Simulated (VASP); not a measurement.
# TiB (F-43m) in VASP: a series of runs

TiB is run at these levels: LDA; tasks: electric field gradients.

Everything below comes from runs of VASP 6.6.1. Logs are shortened: lines on timing, memory, paths and dates and some standing lists are left out, and cuts for length are marked.

## Step 1: The cell of the first run

The structure is cubic, space group F-43m (No. 216). Conventional cell: a = 4.116 Å, b = 4.116 Å, c = 4.116 Å, α = 90.00°, β = 90.00°, γ = 90.00°. Ti (site symmetry -43m) has 4 B at 1.78 Å within 2.4 Å. Within 2.4 Å of B (site symmetry -43m) lie 4 Ti at 1.78 Å.

## Step 2: Electric field gradients, LDA (volume scaled by 0.94)

INCAR

```
SYSTEM = TiB
ALGO = Normal ; EDIFF = 1E-8
ENCUT = 520 ; GGA = CA
ISIF = 2 ; ISMEAR = -1
LASPH = .TRUE. ; LCHARG = .FALSE.
LEFG = .TRUE. ; LREAL = .FALSE.
LWAVE = .FALSE. ; NBANDS = 14
NELM = 80 ; PREC = Accurate
SIGMA = 0.05
```

KPOINTS

```
k-points
0
G
  13 13 13
  0 0 0
```

POSCAR

```
TiB
1.0
    0.0000000000      2.0581104144      2.0581104144
    2.0581104144      0.0000000000      2.0581104144
    2.0581104144      2.0581104144      0.0000000000
Ti B
1 1
Direct
    0.7500000000      0.7500000000      0.7500000000
    0.0000000000      0.0000000000      0.0000000000
```

Potentials or basis: VASP PAW LDA potentials, release 64 (Ti_sv, B).

Command:

```bash
$ cat potpaw_LDA.64/Ti_sv/POTCAR potpaw_LDA.64/B/POTCAR > POTCAR
$ mpirun -np 1 vasp_std > vasp.out
```

OUTCAR:

```text
SYSTEM = TiB
   EDIFF = 1E-8
   ENCUT = 520
   GGA = CA
   ISIF = 2
   ISMEAR = -1
   LASPH = .TRUE.
   LREAL = .FALSE.
   NELM = 80
   PREC = Accurate

 ion  position               nearest neighbor table
   1  0.750  0.750  0.750-   2 1.78   2 1.78   2 1.78   2 1.78
   2  0.000  0.000  0.000-   1 1.78   1 1.78   1 1.78   1 1.78

  LATTYP: Found a face centered cubic cell.
 ALAT       =     4.1162208288

  Lattice vectors:

 A1 = (   0.0000000000,   2.0581104144,   2.0581104144)
 A2 = (   2.0581104144,   0.0000000000,   2.0581104144)
 A3 = (   2.0581104144,   2.0581104144,   0.0000000000)

Analysis of symmetry for initial positions (statically):
=====================================================================
 Subroutine PRICEL returns:
 Original cell was already a primitive cell.

 Routine SETGRP: Setting up the symmetry group for a
 face centered cubic supercell.

 Subroutine GETGRP returns: Found 24 space group operations
 (whereof 24 operations were pure point group operations)
 out of a pool of 48 trial point group operations.

The static configuration has the point symmetry T_d .

Analysis of symmetry for dynamics (positions and initial velocities):
=====================================================================
 Subroutine PRICEL returns:
 Original cell was already a primitive cell.

 Routine SETGRP: Setting up the symmetry group for a
 face centered cubic supercell.

 Subroutine GETGRP returns: Found 24 space group operations
 (whereof 24 operations were pure point group operations)
 out of a pool of 48 trial point group operations.

The dynamic configuration has the point symmetry T_d .

 Subroutine INISYM returns: Found 24 space group operations
 (whereof 24 operations are pure point group operations),
 and found     1 'primitive' translations

----------------------------------------------------------------------------------------

                                     Primitive cell

  volume of cell :      17.4356

  direct lattice vectors                    reciprocal lattice vectors
     0.000000000  2.058110414  2.058110414    -0.242941290  0.242941290  0.242941290
     2.058110414  0.000000000  2.058110414     0.242941290 -0.242941290  0.242941290
     2.058110414  2.058110414  0.000000000     0.242941290  0.242941290 -0.242941290

  length of vectors
     2.910607661  2.910607661  2.910607661     0.420786658  0.420786658  0.420786658

  position of ions in fractional coordinates (direct lattice)
     0.750000000  0.750000000  0.750000000
     0.000000000  0.000000000  0.000000000

  ion indices of the primitive-cell ions
   primitive index   ion index
                 1           1
                 2           2

----------------------------------------------------------------------------------------

 KPOINTS: k-points

Automatic generation of k-mesh.
 Grid dimensions read from file:
 generate k-points for:   13   13   13

 Generating k-lattice:

  Cartesian coordinates                     Fractional coordinates (reciprocal lattice)
    -0.018687792  0.018687792  0.018687792     0.076923077  0.000000000  0.000000000
     0.018687792 -0.018687792  0.018687792     0.000000000  0.076923077  0.000000000
     0.018687792  0.018687792 -0.018687792     0.000000000  0.000000000  0.076923077

  Length of vectors
     0.032368204  0.032368204  0.032368204

  Shift w.r.t. Gamma in fractional coordinates (k-lattice)
     0.000000000  0.000000000  0.000000000

 Subroutine IBZKPT returns following result:
 ===========================================

 Found     84 irreducible k-points:

 Following reciprocal coordinates:
            Coordinates               Weight
  0.000000  0.000000  0.000000      1.000000
  0.076923  0.000000  0.000000      8.000000
  0.153846  0.000000  0.000000      8.000000
  0.230769  0.000000  0.000000      8.000000
  0.307692  0.000000  0.000000      8.000000
  0.384615  0.000000  0.000000      8.000000
[... 16 lines left out ...]
  0.384615  0.153846  0.000000     24.000000
  0.461538  0.153846  0.000000     24.000000
 [... further k-points ...]
   k-points           NKPTS =     84   k-points in BZ     NKDIM =     84   number of bands    NBANDS=     14
   number of dos      NEDOS =    301   number of ions     NIONS =      2
   total plane-waves  NPLWV =  13824
   dimension x,y,z NGX =    24 NGY =   24 NGZ =   24
   dimension x,y,z NGXF=    48 NGYF=   48 NGZF=   48
   ions per type =               1   1
   NGX,Y,Z   is equivalent  to a cutoff of  13.71, 13.71, 13.71 a.u.
   NGXF,Y,Z  is equivalent  to a cutoff of  27.42, 27.42, 27.42 a.u.
 SYSTEM =  TiB
   PREC   = accura    normal or accurate (medium, high low for compatibility)
   ISTART =      0    job   : 0-new  1-cont  2-samecut
   ICHARG =      2    charge: 1-file 2-atom 10-const
   ISPIN  =      1    spin polarized calculation?
   LNONCOLLINEAR =      F non collinear calculations
   LSORBIT =      F    spin-orbit coupling
   LASPH  =      T    aspherical Exc in radial PAW
   ENCUT  =  520.0 eV  38.22 Ry    6.18 a.u.   5.41  5.41  5.41*2*pi/ulx,y,z
   NELM   =     80;   NELMIN=  2; NELMDL= -5     # of ELM steps
   EDIFF  = 0.1E-07   stopping-criterion for ELM
   LREAL  =      F    real-space projection
   EDIFFG = 0.1E-06   stopping-criterion for IOM
   NSW    =      0    number of steps for IOM
   IBRION =     -1    ionic relax: 0-MD 1-quasi-New 2-CG
   NFREE  =      0    steps in history (QN), initial steepest desc. (CG)
   ISIF   =      2    stress and relaxation
   ISYM   =      2    0-nonsym 1-usesym 2-fastsym
   POTIM  = 0.5000    time-step for ionic-motion
   TEBEG  =    0.0;   TEEND  =   0.0 temperature during run
   PSTRESS=    0.0 pullay stress
   NELECT =      15.0000    total number of electrons
   NUPDOWN=      -1.0000    fix difference up-down
   EMIN   =  10.00;   EMAX   =-10.00  energy-range for DOS
   EFERMI =   0.00;   METHOD = LEGACY
   ISMEAR =    -1;   SIGMA  =   0.05  broadening in eV -4-tet -1-fermi 0-gaus
   EFERMI_NEDOS =   21; number of points for ismear=-14 and -15
   IALGO  =     38    algorithm
   IMIX   =      4    mixing-type and parameters
     AMIX     =   0.40;   BMIX     =  1.00
     AMIX_MAG =   1.60;   BMIX_MAG =  1.00
  volume/ion in A,a.u.               =       8.72        58.83
  Fermi-wavevector in a.u.,A,eV,Ry     =   1.557017  2.942335 32.984614  2.424301
  Thomas-Fermi vector in A             =   2.660728
   LORBIT       =      0    0 simple, 1 ext, 2 COOP (PROOUT), +10 PAW based schemes
   GGA     = CA    functional components
   LHFCALC =     F    Hartree Fock is set to
   AEXX    =    0.0000 exact exchange contribution
   IVDW    =     0    specifies the selected vdW correction
   LEPSILON=     F    determine dielectric tensor
   LRPA    =     F    only Hartree local field effects (RPA)
 non-spin polarized calculation
  energy-cutoff  :      520.00
  volume of cell :       17.44
 maximum number of plane-waves:       495
 NGX is ok and might be reduce to    24
   NGX = 11   NGY = 11   NGZ = 11

 number of electron      15.0000002 magnetization

 Free energy of the ion-electron system (eV)
  ---------------------------------------------------
  ext. energy  EPLUGINS =         0.00000000
  ---------------------------------------------------
  free energy    TOTEN  =       -11.18600181 eV

  energy without entropy =      -11.17900422  energy(sigma->0) =      -11.18250301

 E-fermi :   9.8802     XC(G=0): -13.3182

 val. band max:        9.8669640898   @ k =   0.4615   0.3077   0.1538
 cond. band min:       9.8837751728   @ k =  -0.3077   0.3077   0.0000
 fundamental gap:      0.0168110830
 Fermi energy:         9.8801711383

 k-point     1 :       0.0000    0.0000    0.0000
  band No.  band energies     occupation
      1     -44.1893      2.00000
      2     -20.5963      2.00000
      3     -20.5963      2.00000
      4     -20.5963      2.00000
      5       0.9524      2.00000
      6       7.7965      2.00000
      7       7.7965      2.00000
      8       7.7965      2.00000
      9      13.2654      0.00000
     10      13.2654      0.00000
     11      22.9020      0.00000
     12      23.2168      0.00000
     13      23.2168      0.00000
     14      23.2168      0.00000
[... 375 lines left out ...]
 k-point    24 :       0.4615    0.1538    0.0000
  band No.  band energies     occupation
      1     -44.0292      2.00000
      2     -21.4508      2.00000
      3     -20.8443      2.00000
      4     -20.7959      2.00000
      5       4.6371      2.00000
      6       7.0837      2.00000
      7       8.5639      2.00000
      8       9.0910      2.00000
      9      13.3969      0.00000
     10      14.3806      0.00000
     11      16.3462      0.00000
     12      20.0330      0.00000
     13      21.1390      0.00000
     14      24.0136      0.00000

 [... further k-points ...]
[... 5 lines left out ...]
  --------------------------------------------------------------------------------------
  -------------------------------------------------------------------------------------
  Total       14.5056677     14.5056677     14.5056677      0.0000000     -0.0000000      0.0000000
  in kB     1332.9452114   1332.9452114   1332.9452114      0.0000000     -0.0000000      0.0000000
  external PRESSURE =    1332.9452114 kB  Pullay stress =       0.0000000 kB

 VOLUME and BASIS-vectors are now :
 -----------------------------------------------------------------------------
  energy-cutoff  :      520.00
  volume of cell :       17.44
      direct lattice vectors                 reciprocal lattice vectors
     0.000000000  2.058110414  2.058110414    -0.242941290  0.242941290  0.242941290
     2.058110414  0.000000000  2.058110414     0.242941290 -0.242941290  0.242941290
     2.058110414  2.058110414  0.000000000     0.242941290  0.242941290 -0.242941290

 POSITION                                       TOTAL-FORCE (eV/Angst)
 -----------------------------------------------------------------------------------
      3.08717      3.08717      3.08717         0.000000      0.000000      0.000000
      0.00000      0.00000      0.00000        -0.000000     -0.000000     -0.000000
 -----------------------------------------------------------------------------------
    total drift:                                0.000001      0.000001      0.000001

  FREE ENERGIE OF THE ION-ELECTRON SYSTEM (eV)
  ---------------------------------------------------
  free  energy   TOTEN  =       -11.1860018058 eV

  energy  without entropy=      -11.1790042169  energy(sigma->0) =      -11.18250301

 Electric field gradients (V/A^2)
---------------------------------------------------------------------
 ion       V_xx      V_yy      V_zz      V_xy      V_xz      V_yz
---------------------------------------------------------------------
   1       0.000     0.000     0.000     0.000     0.000     0.000
   2       0.000    -0.000     0.000    -0.000    -0.000    -0.000
---------------------------------------------------------------------

 Electric field gradients after diagonalization (V/A^2)
 (convention: |V_zz| > |V_xx| > |V_yy|)
----------------------------------------------------------------------
 ion       V_xx      V_yy      V_zz     asymmetry (V_yy - V_xx)/ V_zz
----------------------------------------------------------------------
   1      -0.000    -0.000     0.000       0.000
   2       0.000     0.000    -0.000       0.000
----------------------------------------------------------------------

           NMR quadrupolar parameters

 Cq : quadrupolar parameter    Cq=e*Q*V_zz/h
 eta: asymmetry parameters     (V_yy - V_xx)/ V_zz
 Q  : nuclear electric quadrupole moment in mb (millibarn)
----------------------------------------------------------------------
 ion       Cq(MHz)       eta       Q (mb)
----------------------------------------------------------------------
   1       0.000       0.000       1.000
   2      -0.000       0.000       1.000
----------------------------------------------------------------------
```

Wall time 14 s (1 thread of AMD EPYC 9R45 (Zen 5), shared host); peak memory 0.11 GiB.

What came out:

- Free energy: -11.1860 eV
- Pressure: 133.3 GPa

Levels at points of the mesh, in eV from the Fermi level:
```tsv
k point	band 5	band 6	band 7	band 8	band 9	band 10	band 11	band 12
(0.00, 0.00, 0.00)	-8.93	-2.08	-2.08	-2.08	3.39	3.39	13.02	13.34
```

Caveat: without QUAD_EFG the Cq values of the log hold for a quadrupole moment of 1 mb, not for the nuclei.

(Part 1 of 2 ends here.)
